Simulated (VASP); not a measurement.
# Ta2N in VASP: a series of runs, part 2 of 2

VASP 6.6.1.

**4. Single point, PBEsol+U**

Input file INCAR:

```
ALGO = Normal
EDIFF = 1E-6
ENCUT = 520
GGA = PS
ISIF = 2
ISMEAR = 1
LASPH = True
LCHARG = False
LDAU = True
LDAUJ = 0 0
LDAUL = 2 -1
LDAUPRINT = 1
LDAUTYPE = 2
LDAUU = 3.5 0
LMAXMIX = 4
LREAL = False
LWAVE = False
NBANDS = 20
NELM = 150
PREC = Accurate
SIGMA = 0.1
```

Input file KPOINTS:

```
k-points
0
Gamma
  7 7 4
```

Input file POSCAR:

```
Ta2N
1.0
    3.1128615060      0.0000000000      0.0000000000
   -1.5564307530      2.6958171426      0.0000000000
    0.0000000000      0.0000000000      4.8698410000
Ta N
2 1
Direct
    0.3246030000      0.6534240000      0.2512930000
    0.6906880000      0.3422290000      0.7432110000
   -0.0016550000      0.0058830000      0.0039570000
```

Potentials or basis: VASP PAW PBE potentials, release 64 (Ta_pv, N).

Launch:

```sh
> cat potpaw_PBE.64/Ta_pv/POTCAR potpaw_PBE.64/N/POTCAR > POTCAR
> mpirun -np 1 vasp_std > vasp.out
```

OUTCAR:

```text
EDIFF = 1E-6
   ENCUT = 520
   GGA = PS
   ISIF = 2
   ISMEAR = 1
   LASPH = True
   LREAL = False
   NELM = 150
   PREC = Accurate

 ion  position               nearest neighbor table
   1  0.325  0.653  0.251-   3 2.12   3 2.18   3 2.19   2 2.94   2 3.01   2 3.01   2 3.03   2 3.08
                             2 3.09
   2  0.691  0.342  0.743-   3 2.15   3 2.20   3 2.26   1 2.94   1 3.01   1 3.01   1 3.03   1 3.08
                             1 3.09
   3  0.998  0.006  0.004-   1 2.12   2 2.15   1 2.18   1 2.19   2 2.20   2 2.26

  LATTYP: Found a hexagonal cell.
 ALAT       =     3.1128615060
 C/A-ratio  =     1.5644258476

  Lattice vectors:

 A1 = (   3.1128615060,   0.0000000000,   0.0000000000)
 A2 = (  -1.5564307530,   2.6958171426,   0.0000000000)
 A3 = (   0.0000000000,   0.0000000000,   4.8698410000)

Analysis of symmetry for initial positions (statically):
=====================================================================
 Subroutine PRICEL returns:
 Original cell was already a primitive cell.

[... 230 lines left out ...]

 number of electron      27.0000001 magnetization

 Free energy of the ion-electron system (eV)
  ---------------------------------------------------
  ext. energy  EPLUGINS =         0.00000000
  ---------------------------------------------------
  free energy    TOTEN  =       -30.14774612 eV

  energy without entropy =      -30.14881979  energy(sigma->0) =      -30.14810401

 E-fermi :   7.8707     XC(G=0): -12.9912

 val. band max:        7.8238236690   @ k =  -0.2857   0.0000   0.2500
 cond. band min:       7.8795206618   @ k =   0.1429   0.4286   0.2500
 fundamental gap:      0.0556969928
 Fermi energy:         7.8707235236

 k-point     1 :       0.0000    0.0000    0.0000
  band No.  band energies     occupation
      1     -28.6069      2.00000
      2     -27.9101      2.00000
      3     -27.8852      2.00000
      4     -27.7901      2.00000
      5     -27.7547      2.00000
      6     -27.6587      2.00000
[... 541 lines left out ...]
     19      12.1573      0.00000
     20      14.4552      0.00000

 [... further k-points ...]
[... 5 lines left out ...]
  --------------------------------------------------------------------------------------
  -------------------------------------------------------------------------------------
  Total        0.1680766      0.5512355      0.7542068     -0.0520215      0.3124754      0.2105123
  in kB        6.5895043     21.6113907     29.5689582     -2.0395231     12.2507153      8.2532120
  external PRESSURE =      19.2566177 kB  Pullay stress =       0.0000000 kB

 VOLUME and BASIS-vectors are now :
 -----------------------------------------------------------------------------
  energy-cutoff  :      520.00
  volume of cell :       40.87
      direct lattice vectors                 reciprocal lattice vectors
     3.112861506  0.000000000  0.000000000     0.321247829  0.185472520  0.000000000
    -1.556430753  2.695817143  0.000000000     0.000000000  0.370945041  0.000000000
     0.000000000  0.000000000  4.869841000     0.000000000  0.000000000  0.205345513

 POSITION                                       TOTAL-FORCE (eV/Angst)
 -----------------------------------------------------------------------------------
     -0.00657      1.76151      1.22376        -0.041471      0.402009      0.515106
      1.61736      0.92259      3.61932        -0.435121     -0.005148     -0.051335
      3.09855      0.01586      0.01927         0.476592     -0.396861     -0.463771
 -----------------------------------------------------------------------------------
    total drift:                               -0.000028      0.000184     -0.000134

  FREE ENERGIE OF THE ION-ELECTRON SYSTEM (eV)
  ---------------------------------------------------
  free  energy   TOTEN  =       -30.1477461163 eV

  energy  without entropy=      -30.1488197858  energy(sigma->0) =      -30.14810401
```

stdout:

```text
POSCAR found type information on POSCAR TaN
 POSCAR found :  2 types and       3 ions
 scaLAPACK will be used
 -----------------------------------------------------------------------------
|                                                                             |
|                                                                             |
|     You enforced a specific xc type in the INCAR file but a different       |
|     I HOPE YOU KNOW WHAT YOU ARE DOING!                                     |
|                                                                             |
 -----------------------------------------------------------------------------

 LDA part: xc-table for (Slater+PW92), standard interpolation
 POSCAR, INCAR and KPOINTS ok, starting setup
 FFT: planning ... GRIDC
 FFT: planning ... GRID_SOFT
 FFT: planning ... GRID
 WAVECAR not read
 entering main loop
```

It took 75 s on 1 thread of AMD EPYC 9R14 (Zen 4), shared host; peak memory 0.17 GiB.

Results:

| Quantity | Value |
| --- | --- |
| Free energy | -30.1477 eV |
| Pressure | 1.9 GPa |
| Largest force | 0.774 eV/Å |
| Band gap on the k mesh | zero (an odd number of electrons rules out a gap without spin polarisation) |

Forces on the atoms (eV/Å):
```
Ta  -0.041  0.402  0.515
Ta  -0.435 -0.005 -0.051
N    0.477 -0.397 -0.464
```

Stress tensor (GPa, compression positive):
```
 0.66 -0.20  0.83
-0.20  2.16  1.23
 0.83  1.23  2.96
```

Eigenvalues of the final occupation matrices:
```tsv
site	spin	trace	eigenvalues
site 1 d	1	1.14	0.21 0.22 0.23 0.24 0.25
site 1 d	2	1.14	0.21 0.22 0.23 0.24 0.25
site 2 d	1	1.13	0.21 0.22 0.23 0.23 0.25
site 2 d	2	1.13	0.21 0.22 0.23 0.23 0.25
```

Caveat: the PAW data sets were made with another functional, which shifts forces and pressure a little; spin-orbit coupling is left out, which moves the levels of the heavy elements; U without spin polarisation on a metal has little footing.

**5. Single point, PBEsol+U**

Input file INCAR:

```
SYSTEM = Ta2N
PREC = Accurate
ENCUT = 520
EDIFF = 1E-7
ISMEAR = 1
SIGMA = 0.1
LREAL = .False.
LASPH = .True.
NELM = 150
ALGO = Normal
ISIF = 2
LWAVE = .False.
LCHARG = .False.
LMAXMIX = 4
LDAU = .True.
LDAUTYPE = 2
LDAUL = 2 -1
LDAUU = 3.5 0
LDAUJ = 0 0
LDAUPRINT = 1
GGA = PS
NBANDS = 20
```

Input file KPOINTS:

```
Automatic mesh
0
Gamma
  7 7 4
  0 0 0
```

POSCAR is that of step 4.

Launch:

```sh
> cat potpaw_PBE.64/Ta_pv/POTCAR potpaw_PBE.64/N/POTCAR > POTCAR
> mpirun -np 1 vasp_std > vasp.out
```

It took 79 s on 1 thread of AMD EPYC 9R14 (Zen 4), shared host; peak memory 0.18 GiB.

The run converged. Its results:

| Item | Value |
| --- | --- |
| Free energy | -30.1477 eV |
| Pressure | 1.9 GPa |
| Largest force | 0.774 eV/Å |
| Band gap on the k mesh | zero (an odd number of electrons rules out a gap without spin polarisation) |

Forces in eV/Å, atoms in the order of the input:
```
Ta  -0.041  0.402  0.516
Ta  -0.435 -0.005 -0.052
N    0.477 -0.397 -0.464
```

Stress tensor (GPa, compression positive):
```
 0.66 -0.20  0.82
-0.20  2.16  1.22
 0.82  1.22  2.96
```

Levels at points of the mesh, in eV from the Fermi level:
| k point | band 9 | band 10 | band 11 | band 12 | band 13 | band 14 | band 15 | band 16 | band 17 | band 18 |
| --- | --- | --- | --- | --- | --- | --- | --- | --- | --- | --- |
| (0.00, 0.00, 0.00) | -6.30 | -6.21 | -5.47 | -0.84 | -0.35 | -0.09 | 0.09 | 0.30 | 0.56 | 1.07 |
| (0.00, 0.00, 0.50) | -6.47 | -6.33 | -3.11 | -2.93 | -1.11 | -1.04 | 1.37 | 1.59 | 2.22 | 2.44 |

Eigenvalues of the final occupation matrices:
| site | spin | trace | eigenvalues |
| --- | --- | --- | --- |
| site 1 d | 1 | 1.14 | 0.21 0.22 0.23 0.24 0.25 |
| site 1 d | 2 | 1.14 | 0.21 0.22 0.23 0.24 0.25 |
| site 2 d | 1 | 1.13 | 0.21 0.22 0.23 0.23 0.25 |
| site 2 d | 2 | 1.13 | 0.21 0.22 0.23 0.23 0.25 |

Caveat: the PAW data sets were made with another functional, which shifts forces and pressure a little; spin-orbit coupling is left out, which moves the levels of the heavy elements; U without spin polarisation on a metal has little footing.

The gap in the log of VASP goes by the Fermi energy; the results here count the filled bands.